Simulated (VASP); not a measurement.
# MgS (F-43m) in VASP: notebook, part 2 of 2

VASP 6.6.1. The steps go on from the part before.

**4. Single point, PBE**

Contents of INCAR:

```
SYSTEM = MgS
  ALGO = Normal
  EDIFF = 1E-6
  ENCUT = 520
  GGA = PE
  ISIF = 2
  ISMEAR = -1
  LASPH = .TRUE.
  LCHARG = .TRUE.
  LELF = .TRUE.
  LREAL = .FALSE.
  LVHAR = .TRUE.
  LWAVE = .FALSE.
  NBANDS = 11
  NELM = 60
  PREC = Accurate
  SIGMA = 0.02
```

Contents of KPOINTS:

```
k-points
0
G
  8 8 8
  0 0 0
```

Contents of POSCAR:

```
MgS
1.0
    0.0000000000      2.8308768410      2.8308768410
    2.8308768410      0.0000000000      2.8308768410
    2.8308768410      2.8308768410      0.0000000000
Mg S
1 1
Direct
    0.0000000000      0.0000000000      0.0000000000
    0.2500000000      0.2500000000      0.2500000000
```

Potentials or basis: VASP PAW PBE potentials, release 64 (Mg, S).

Launch:

```sh
> cat potpaw_PBE.64/Mg/POTCAR potpaw_PBE.64/S/POTCAR > POTCAR
> mpirun -np 1 vasp_std > vasp.out
```

OUTCAR:

```text
SYSTEM = MgS
   EDIFF = 1E-6
   ENCUT = 520
   GGA = PE
   ISIF = 2
   ISMEAR = -1
   LASPH = .TRUE.
   LREAL = .FALSE.
   NELM = 60
   PREC = Accurate

 ion  position               nearest neighbor table
   1  0.000  0.000  0.000-   2 2.45   2 2.45   2 2.45   2 2.45
   2  0.250  0.250  0.250-   1 2.45   1 2.45   1 2.45   1 2.45

  LATTYP: Found a face centered cubic cell.
 ALAT       =     5.6617536820

  Lattice vectors:

 A1 = (   0.0000000000,   2.8308768410,   2.8308768410)
 A2 = (   2.8308768410,   0.0000000000,   2.8308768410)
 A3 = (   2.8308768410,   2.8308768410,   0.0000000000)

Analysis of symmetry for initial positions (statically):
=====================================================================
 Subroutine PRICEL returns:
 Original cell was already a primitive cell.

 Routine SETGRP: Setting up the symmetry group for a
 face centered cubic supercell.

 Subroutine GETGRP returns: Found 24 space group operations
 (whereof 24 operations were pure point group operations)
 out of a pool of 48 trial point group operations.

The static configuration has the point symmetry T_d .

Analysis of symmetry for dynamics (positions and initial velocities):
=====================================================================
 Subroutine PRICEL returns:
 Original cell was already a primitive cell.

 Routine SETGRP: Setting up the symmetry group for a
 face centered cubic supercell.

 Subroutine GETGRP returns: Found 24 space group operations
 (whereof 24 operations were pure point group operations)
 out of a pool of 48 trial point group operations.

The dynamic configuration has the point symmetry T_d .

 Subroutine INISYM returns: Found 24 space group operations
 (whereof 24 operations are pure point group operations),
 and found     1 'primitive' translations

----------------------------------------------------------------------------------------

                                     Primitive cell

  volume of cell :      45.3725

  direct lattice vectors                    reciprocal lattice vectors
     0.000000000  2.830876841  2.830876841    -0.176623721  0.176623721  0.176623721
     2.830876841  0.000000000  2.830876841     0.176623721 -0.176623721  0.176623721
     2.830876841  2.830876841  0.000000000     0.176623721  0.176623721 -0.176623721

  length of vectors
     4.003464422  4.003464422  4.003464422     0.305921258  0.305921258  0.305921258

  position of ions in fractional coordinates (direct lattice)
     0.000000000  0.000000000  0.000000000
     0.250000000  0.250000000  0.250000000

  ion indices of the primitive-cell ions
   primitive index   ion index
                 1           1
                 2           2

----------------------------------------------------------------------------------------

 KPOINTS: k-points

Automatic generation of k-mesh.
 Grid dimensions read from file:
 generate k-points for:    8    8    8

 Generating k-lattice:

  Cartesian coordinates                     Fractional coordinates (reciprocal lattice)
    -0.022077965  0.022077965  0.022077965     0.125000000  0.000000000  0.000000000
     0.022077965 -0.022077965  0.022077965     0.000000000  0.125000000  0.000000000
     0.022077965  0.022077965 -0.022077965     0.000000000  0.000000000  0.125000000

  Length of vectors
     0.038240157  0.038240157  0.038240157

  Shift w.r.t. Gamma in fractional coordinates (k-lattice)
     0.000000000  0.000000000  0.000000000

 Subroutine IBZKPT returns following result:
 ===========================================

 Found     29 irreducible k-points:

 Following reciprocal coordinates:
            Coordinates               Weight
  0.000000  0.000000  0.000000      1.000000
  0.125000  0.000000  0.000000      8.000000
  0.250000  0.000000  0.000000      8.000000
  0.375000  0.000000  0.000000      8.000000
  0.500000  0.000000  0.000000      4.000000
  0.125000  0.125000  0.000000      6.000000
[... 16 lines left out ...]
  0.500000  0.250000  0.125000     48.000000
 -0.375000  0.250000  0.125000     24.000000
 [... further k-points ...]
   k-points           NKPTS =     29   k-points in BZ     NKDIM =     29   number of bands    NBANDS=     11
   number of dos      NEDOS =    301   number of ions     NIONS =      2
   total plane-waves  NPLWV =  27000
   dimension x,y,z NGX =    30 NGY =   30 NGZ =   30
   dimension x,y,z NGXF=    60 NGYF=   60 NGZF=   60
   ions per type =               1   1
   NGX,Y,Z   is equivalent  to a cutoff of  12.46, 12.46, 12.46 a.u.
   NGXF,Y,Z  is equivalent  to a cutoff of  24.92, 24.92, 24.92 a.u.
 SYSTEM =  MgS
   PREC   = accura    normal or accurate (medium, high low for compatibility)
   ISTART =      0    job   : 0-new  1-cont  2-samecut
   ICHARG =      2    charge: 1-file 2-atom 10-const
   ISPIN  =      1    spin polarized calculation?
   LNONCOLLINEAR =      F non collinear calculations
   LSORBIT =      F    spin-orbit coupling
   LASPH  =      T    aspherical Exc in radial PAW
   ENCUT  =  520.0 eV  38.22 Ry    6.18 a.u.   7.44  7.44  7.44*2*pi/ulx,y,z
   NELM   =     60;   NELMIN=  2; NELMDL= -5     # of ELM steps
   EDIFF  = 0.1E-05   stopping-criterion for ELM
   LREAL  =      F    real-space projection
   EDIFFG = 0.1E-04   stopping-criterion for IOM
   NSW    =      0    number of steps for IOM
   IBRION =     -1    ionic relax: 0-MD 1-quasi-New 2-CG
   NFREE  =      0    steps in history (QN), initial steepest desc. (CG)
   ISIF   =      2    stress and relaxation
   ISYM   =      2    0-nonsym 1-usesym 2-fastsym
   POTIM  = 0.5000    time-step for ionic-motion
   TEBEG  =    0.0;   TEEND  =   0.0 temperature during run
   PSTRESS=    0.0 pullay stress
   NELECT =       8.0000    total number of electrons
   NUPDOWN=      -1.0000    fix difference up-down
   EMIN   =  10.00;   EMAX   =-10.00  energy-range for DOS
   EFERMI =   0.00;   METHOD = LEGACY
   ISMEAR =    -1;   SIGMA  =   0.02  broadening in eV -4-tet -1-fermi 0-gaus
   EFERMI_NEDOS =   21; number of points for ismear=-14 and -15
   IALGO  =     38    algorithm
   IMIX   =      4    mixing-type and parameters
     AMIX     =   0.40;   BMIX     =  1.00
     AMIX_MAG =   1.60;   BMIX_MAG =  1.00
  volume/ion in A,a.u.               =      22.69       153.09
  Fermi-wavevector in a.u.,A,eV,Ry     =   0.917995  1.734760 11.465842  0.842716
  Thomas-Fermi vector in A             =   2.043027
   LORBIT       =      0    0 simple, 1 ext, 2 COOP (PROOUT), +10 PAW based schemes
   GGA     = PE    functional components
[... 5 lines left out ...]
 non-spin polarized calculation
  energy-cutoff  :      520.00
  volume of cell :       45.37
 maximum number of plane-waves:      1243
 NGX is ok and might be reduce to    30
   NGX = 15   NGY = 15   NGZ = 15

 number of electron       8.0000001 magnetization

 Free energy of the ion-electron system (eV)
  ---------------------------------------------------
  ext. energy  EPLUGINS =         0.00000000
  ---------------------------------------------------
  free energy    TOTEN  =        -8.47066603 eV

  energy without entropy =       -8.47066603  energy(sigma->0) =       -8.47066603

 E-fermi :   1.4986     XC(G=0):  -8.3901

 val. band max:        1.0631110791   @ k =   0.0000   0.0000   0.0000
 cond. band min:       4.5213897119   @ k =   0.0000   0.0000   0.0000
 fundamental gap:      3.4582786328
 Fermi energy:         1.4986159621

 k-point     1 :       0.0000    0.0000    0.0000
  band No.  band energies     occupation
      1     -10.2041      2.00000
      2       1.0631      2.00000
      3       1.0631      2.00000
      4       1.0631      2.00000
      5       4.5214      0.00000
      6       9.0133      0.00000
      7       9.0133      0.00000
      8       9.0133      0.00000
      9      11.8944      0.00000
     10      11.8944      0.00000
     11      14.7873      0.00000
[... 309 lines left out ...]
 k-point    24 :      -0.3750    0.2500    0.1250
  band No.  band energies     occupation
      1      -9.4132      2.00000
      2      -1.7101      2.00000
      3      -0.2304      2.00000
      4       0.4179      2.00000
      5       7.1247      0.00000
      6       7.5581      0.00000
      7       9.8000      0.00000
      8       9.9297      0.00000
      9      12.4615      0.00000
     10      13.9038      0.00000
     11      15.2399      0.00000

 [... further k-points ...]

------------------------ aborting loop because EDIFF is reached ----------------------------------------

  FORCE on cell =-STRESS in cart. coord.  units (eV):
  Direction    XX          YY          ZZ          XY          YZ          ZX
  --------------------------------------------------------------------------------------
  -------------------------------------------------------------------------------------
  Total        0.2640588      0.2640588      0.2640588     -0.0000000     -0.0000000      0.0000000
  in kB        9.3243452      9.3243452      9.3243452     -0.0000000     -0.0000000      0.0000000
  external PRESSURE =       9.3243452 kB  Pullay stress =       0.0000000 kB

 VOLUME and BASIS-vectors are now :
 -----------------------------------------------------------------------------
  energy-cutoff  :      520.00
  volume of cell :       45.37
      direct lattice vectors                 reciprocal lattice vectors
     0.000000000  2.830876841  2.830876841    -0.176623721  0.176623721  0.176623721
     2.830876841  0.000000000  2.830876841     0.176623721 -0.176623721  0.176623721
     2.830876841  2.830876841  0.000000000     0.176623721  0.176623721 -0.176623721

 POSITION                                       TOTAL-FORCE (eV/Angst)
 -----------------------------------------------------------------------------------
      0.00000      0.00000      0.00000         0.000000     -0.000000     -0.000000
      1.41544      1.41544      1.41544        -0.000000      0.000000      0.000000
 -----------------------------------------------------------------------------------
    total drift:                                0.000000      0.000000      0.000000

  FREE ENERGIE OF THE ION-ELECTRON SYSTEM (eV)
  ---------------------------------------------------
  free  energy   TOTEN  =        -8.4706660255 eV

  energy  without entropy=       -8.4706660255  energy(sigma->0) =       -8.47066603
```

OSZICAR:

```text
N       E                     dE             d eps       ncg     rms          rms(c)
DAV:   1     0.240010196421E+02    0.24001E+02   -0.32925E+03   654   0.568E+02
DAV:   2    -0.704207745168E+01   -0.31043E+02   -0.29023E+02   798   0.972E+01
DAV:   3    -0.897243468515E+01   -0.19304E+01   -0.19269E+01   772   0.264E+01
DAV:   4    -0.898788931819E+01   -0.15455E-01   -0.15452E-01   774   0.284E+00
DAV:   5    -0.898805695509E+01   -0.16764E-03   -0.16764E-03   778   0.294E-01    0.404E+00
DAV:   6    -0.849820634137E+01    0.48985E+00   -0.12278E+00   700   0.412E+00    0.310E+00
DAV:   7    -0.846369678462E+01    0.34510E-01   -0.26922E-01   761   0.211E+00    0.242E+00
DAV:   8    -0.847132238099E+01   -0.76256E-02   -0.23388E-02   689   0.924E-01    0.136E+00
DAV:   9    -0.847045142338E+01    0.87096E-03   -0.23848E-03   701   0.242E-01    0.441E-01
DAV:  10    -0.847065940716E+01   -0.20798E-03   -0.67398E-04   722   0.122E-01    0.910E-02
DAV:  11    -0.847066463150E+01   -0.52243E-05   -0.54462E-05   767   0.301E-02    0.554E-02
DAV:  12    -0.847066603751E+01   -0.14060E-05   -0.69863E-06   719   0.131E-02    0.642E-03
DAV:  13    -0.847066602553E+01    0.11981E-07   -0.29981E-07   650   0.279E-03
   1 F= -.84706660E+01 E0= -.84706660E+01  d E =-.327640E-11
```

stdout:

```text
POSCAR found type information on POSCAR MgS
 POSCAR found :  2 types and       2 ions
 scaLAPACK will be used
 LDA part: xc-table for (Slater+PW92), standard interpolation
 POSCAR, INCAR and KPOINTS ok, starting setup
 FFT: planning ... GRIDC
 FFT: planning ... GRID_SOFT
 FFT: planning ... GRID
 WAVECAR not read
 entering main loop
```

Wall time 26 s (1 thread of Intel Xeon 8259CL, shared host); peak memory 0.17 GiB.

What came out:

```
Free energy            : -8.4707 eV
Pressure               : 0.9 GPa
Band gap on the k mesh : 3.46 eV
```

**5. Single point, LDA**

Contents of INCAR:

```
SYSTEM = MgS
ALGO = Normal
EDIFF = 1E-6
ENCUT = 520
ISIF = 2
ISMEAR = 0
LASPH = .TRUE.
LCHARG = .FALSE.
LREAL = .FALSE.
LWAVE = .FALSE.
NBANDS = 11
NELM = 60
PREC = Accurate
SIGMA = 0.01
```

KPOINTS is that of step 4.

POSCAR is that of step 4.

Potentials or basis: VASP PAW LDA potentials, release 64 (Mg, S).

Launch:

```sh
> cat potpaw_LDA.64/Mg/POTCAR potpaw_LDA.64/S/POTCAR > POTCAR
> mpirun -np 1 vasp_std > vasp.out
```

It took 21 s on 1 thread of Intel Xeon 8259CL, shared host; peak memory 0.15 GiB.

It converged, with:

| Quantity | Value |
| --- | --- |
| Free energy | -9.3798 eV |
| Pressure | -2.4 GPa |
| Band gap on the k mesh | 3.19 eV |

Levels at points of the mesh, in eV from the valence-band top:
| k point | band 1 | band 2 | band 3 | band 4 | band 5 | band 6 | band 7 | band 8 | band 9 |
| --- | --- | --- | --- | --- | --- | --- | --- | --- | --- |
| (0.00, 0.00, 0.00) | -11.24 | 0.00 | 0.00 | 0.00 | 3.19 | 7.77 | 7.77 | 7.77 | 10.74 |
| (0.50, 0.00, 0.00) | -10.54 | -3.21 | -0.33 | -0.33 | 4.87 | 7.46 | 7.46 | 8.37 | 12.56 |
| (0.50, 0.50, 0.00) | -10.31 | -2.89 | -1.06 | -1.06 | 3.66 | 5.43 | 10.89 | 12.01 | 12.01 |

A k mesh can miss the band edges.

**6. Single point, r2SCAN**

POSCAR is that of step 5.

Contents of INCAR.step1:

```
ALGO = Normal
EDIFF = 1E-4
ENCUT = 520
GGA = PE
ISMEAR = 0
LASPH = True
LCHARG = False
LREAL = False
LWAVE = True
NBANDS = 11
NELM = 100
PREC = Accurate
SIGMA = 0.01
```

Contents of INCAR.step2:

```
ALGO = Normal
EDIFF = 1E-6
ENCUT = 520
ISIF = 2
ISMEAR = 0
ISTART = 1
LASPH = True
LCHARG = False
LMIXTAU = True
LREAL = False
LWAVE = False
METAGGA = R2SCAN
NBANDS = 11
NELM = 100
PREC = Accurate
SIGMA = 0.01
```

Contents of KPOINTS:

```
k-points
0
Gamma
  8 8 8
```

Potentials or basis: VASP PAW PBE potentials, release 64 (Mg, S).

Launch:

```sh
> cat potpaw_PBE.64/Mg/POTCAR potpaw_PBE.64/S/POTCAR > POTCAR
> cp INCAR.step1 INCAR
> mpirun -np 1 vasp_std > vasp.out
> cp INCAR.step2 INCAR
> mpirun -np 1 vasp_std > vasp.out
```

Run time: 2.3 min. Hardware: 1 thread of Intel Xeon 8259CL, shared host; peak memory 0.17 GiB.

The run converged. Its results:

- Free energy: -15.4507 eV
- Pressure: -0.3 GPa
- Band gap on the k mesh: 4.13 eV

Levels at points of the mesh, in eV from the valence-band top:
| k point | band 1 | band 2 | band 3 | band 4 | band 5 | band 6 | band 7 | band 8 |
| --- | --- | --- | --- | --- | --- | --- | --- | --- |
| (0.00, 0.00, 0.00) | -11.74 | 0.00 | 0.00 | 0.00 | 4.13 | 8.59 | 8.59 | 8.59 |
| (0.50, 0.00, 0.00) | -11.04 | -3.15 | -0.33 | -0.33 | 5.79 | 8.21 | 8.21 | 9.27 |
| (0.50, 0.50, 0.00) | -10.82 | -2.82 | -1.05 | -1.05 | 4.32 | 6.26 | 12.13 | 13.27 |

Caveat: the PAW data sets were made with another functional, which shifts forces and pressure a little. A k mesh can miss the band edges.

**7. Summary**

| level | potentials or basis | k mesh | smearing | grid for exact exchange (PRECFOCK) | share of exact exchange | gap on the mesh (eV) | pressure (GPa) |
| --- | --- | --- | --- | --- | --- | --- | --- |
| r2SCANh | VASP PAW PBE potentials, release 64 (Mg, S) | 6 × 6 × 6 | gaussian 0.01 eV | Normal | 0.1 | 4.71 | -0.5 |
| PBE | VASP PAW PBE potentials, release 64 (Mg, S) | 4 × 4 × 4 | gaussian 0.01 eV | - | - | 3.45 | 1.0 |
| PBE | VASP PAW PBE potentials, release 64 (Mg, S) | 8 × 8 × 8 | fermi-dirac 0.02 eV | - | - | 3.46 | 0.9 |
| LDA | VASP PAW LDA potentials, release 64 (Mg, S) | 8 × 8 × 8 | gaussian 0.01 eV | - | - | 3.19 | -2.4 |
| r2SCAN | VASP PAW PBE potentials, release 64 (Mg, S) | 8 × 8 × 8 | gaussian 0.01 eV | - | - | 4.13 | -0.3 |

Alike in all rows: task single point; no spin polarisation; cell as given; cutoff (eV) 520.

Caveats: some runs use coarse meshes; the PAW data sets were made with another functional, which shifts forces and pressure a little (at least some runs).

Absolute energies hang on the potentials; compare differences alone.
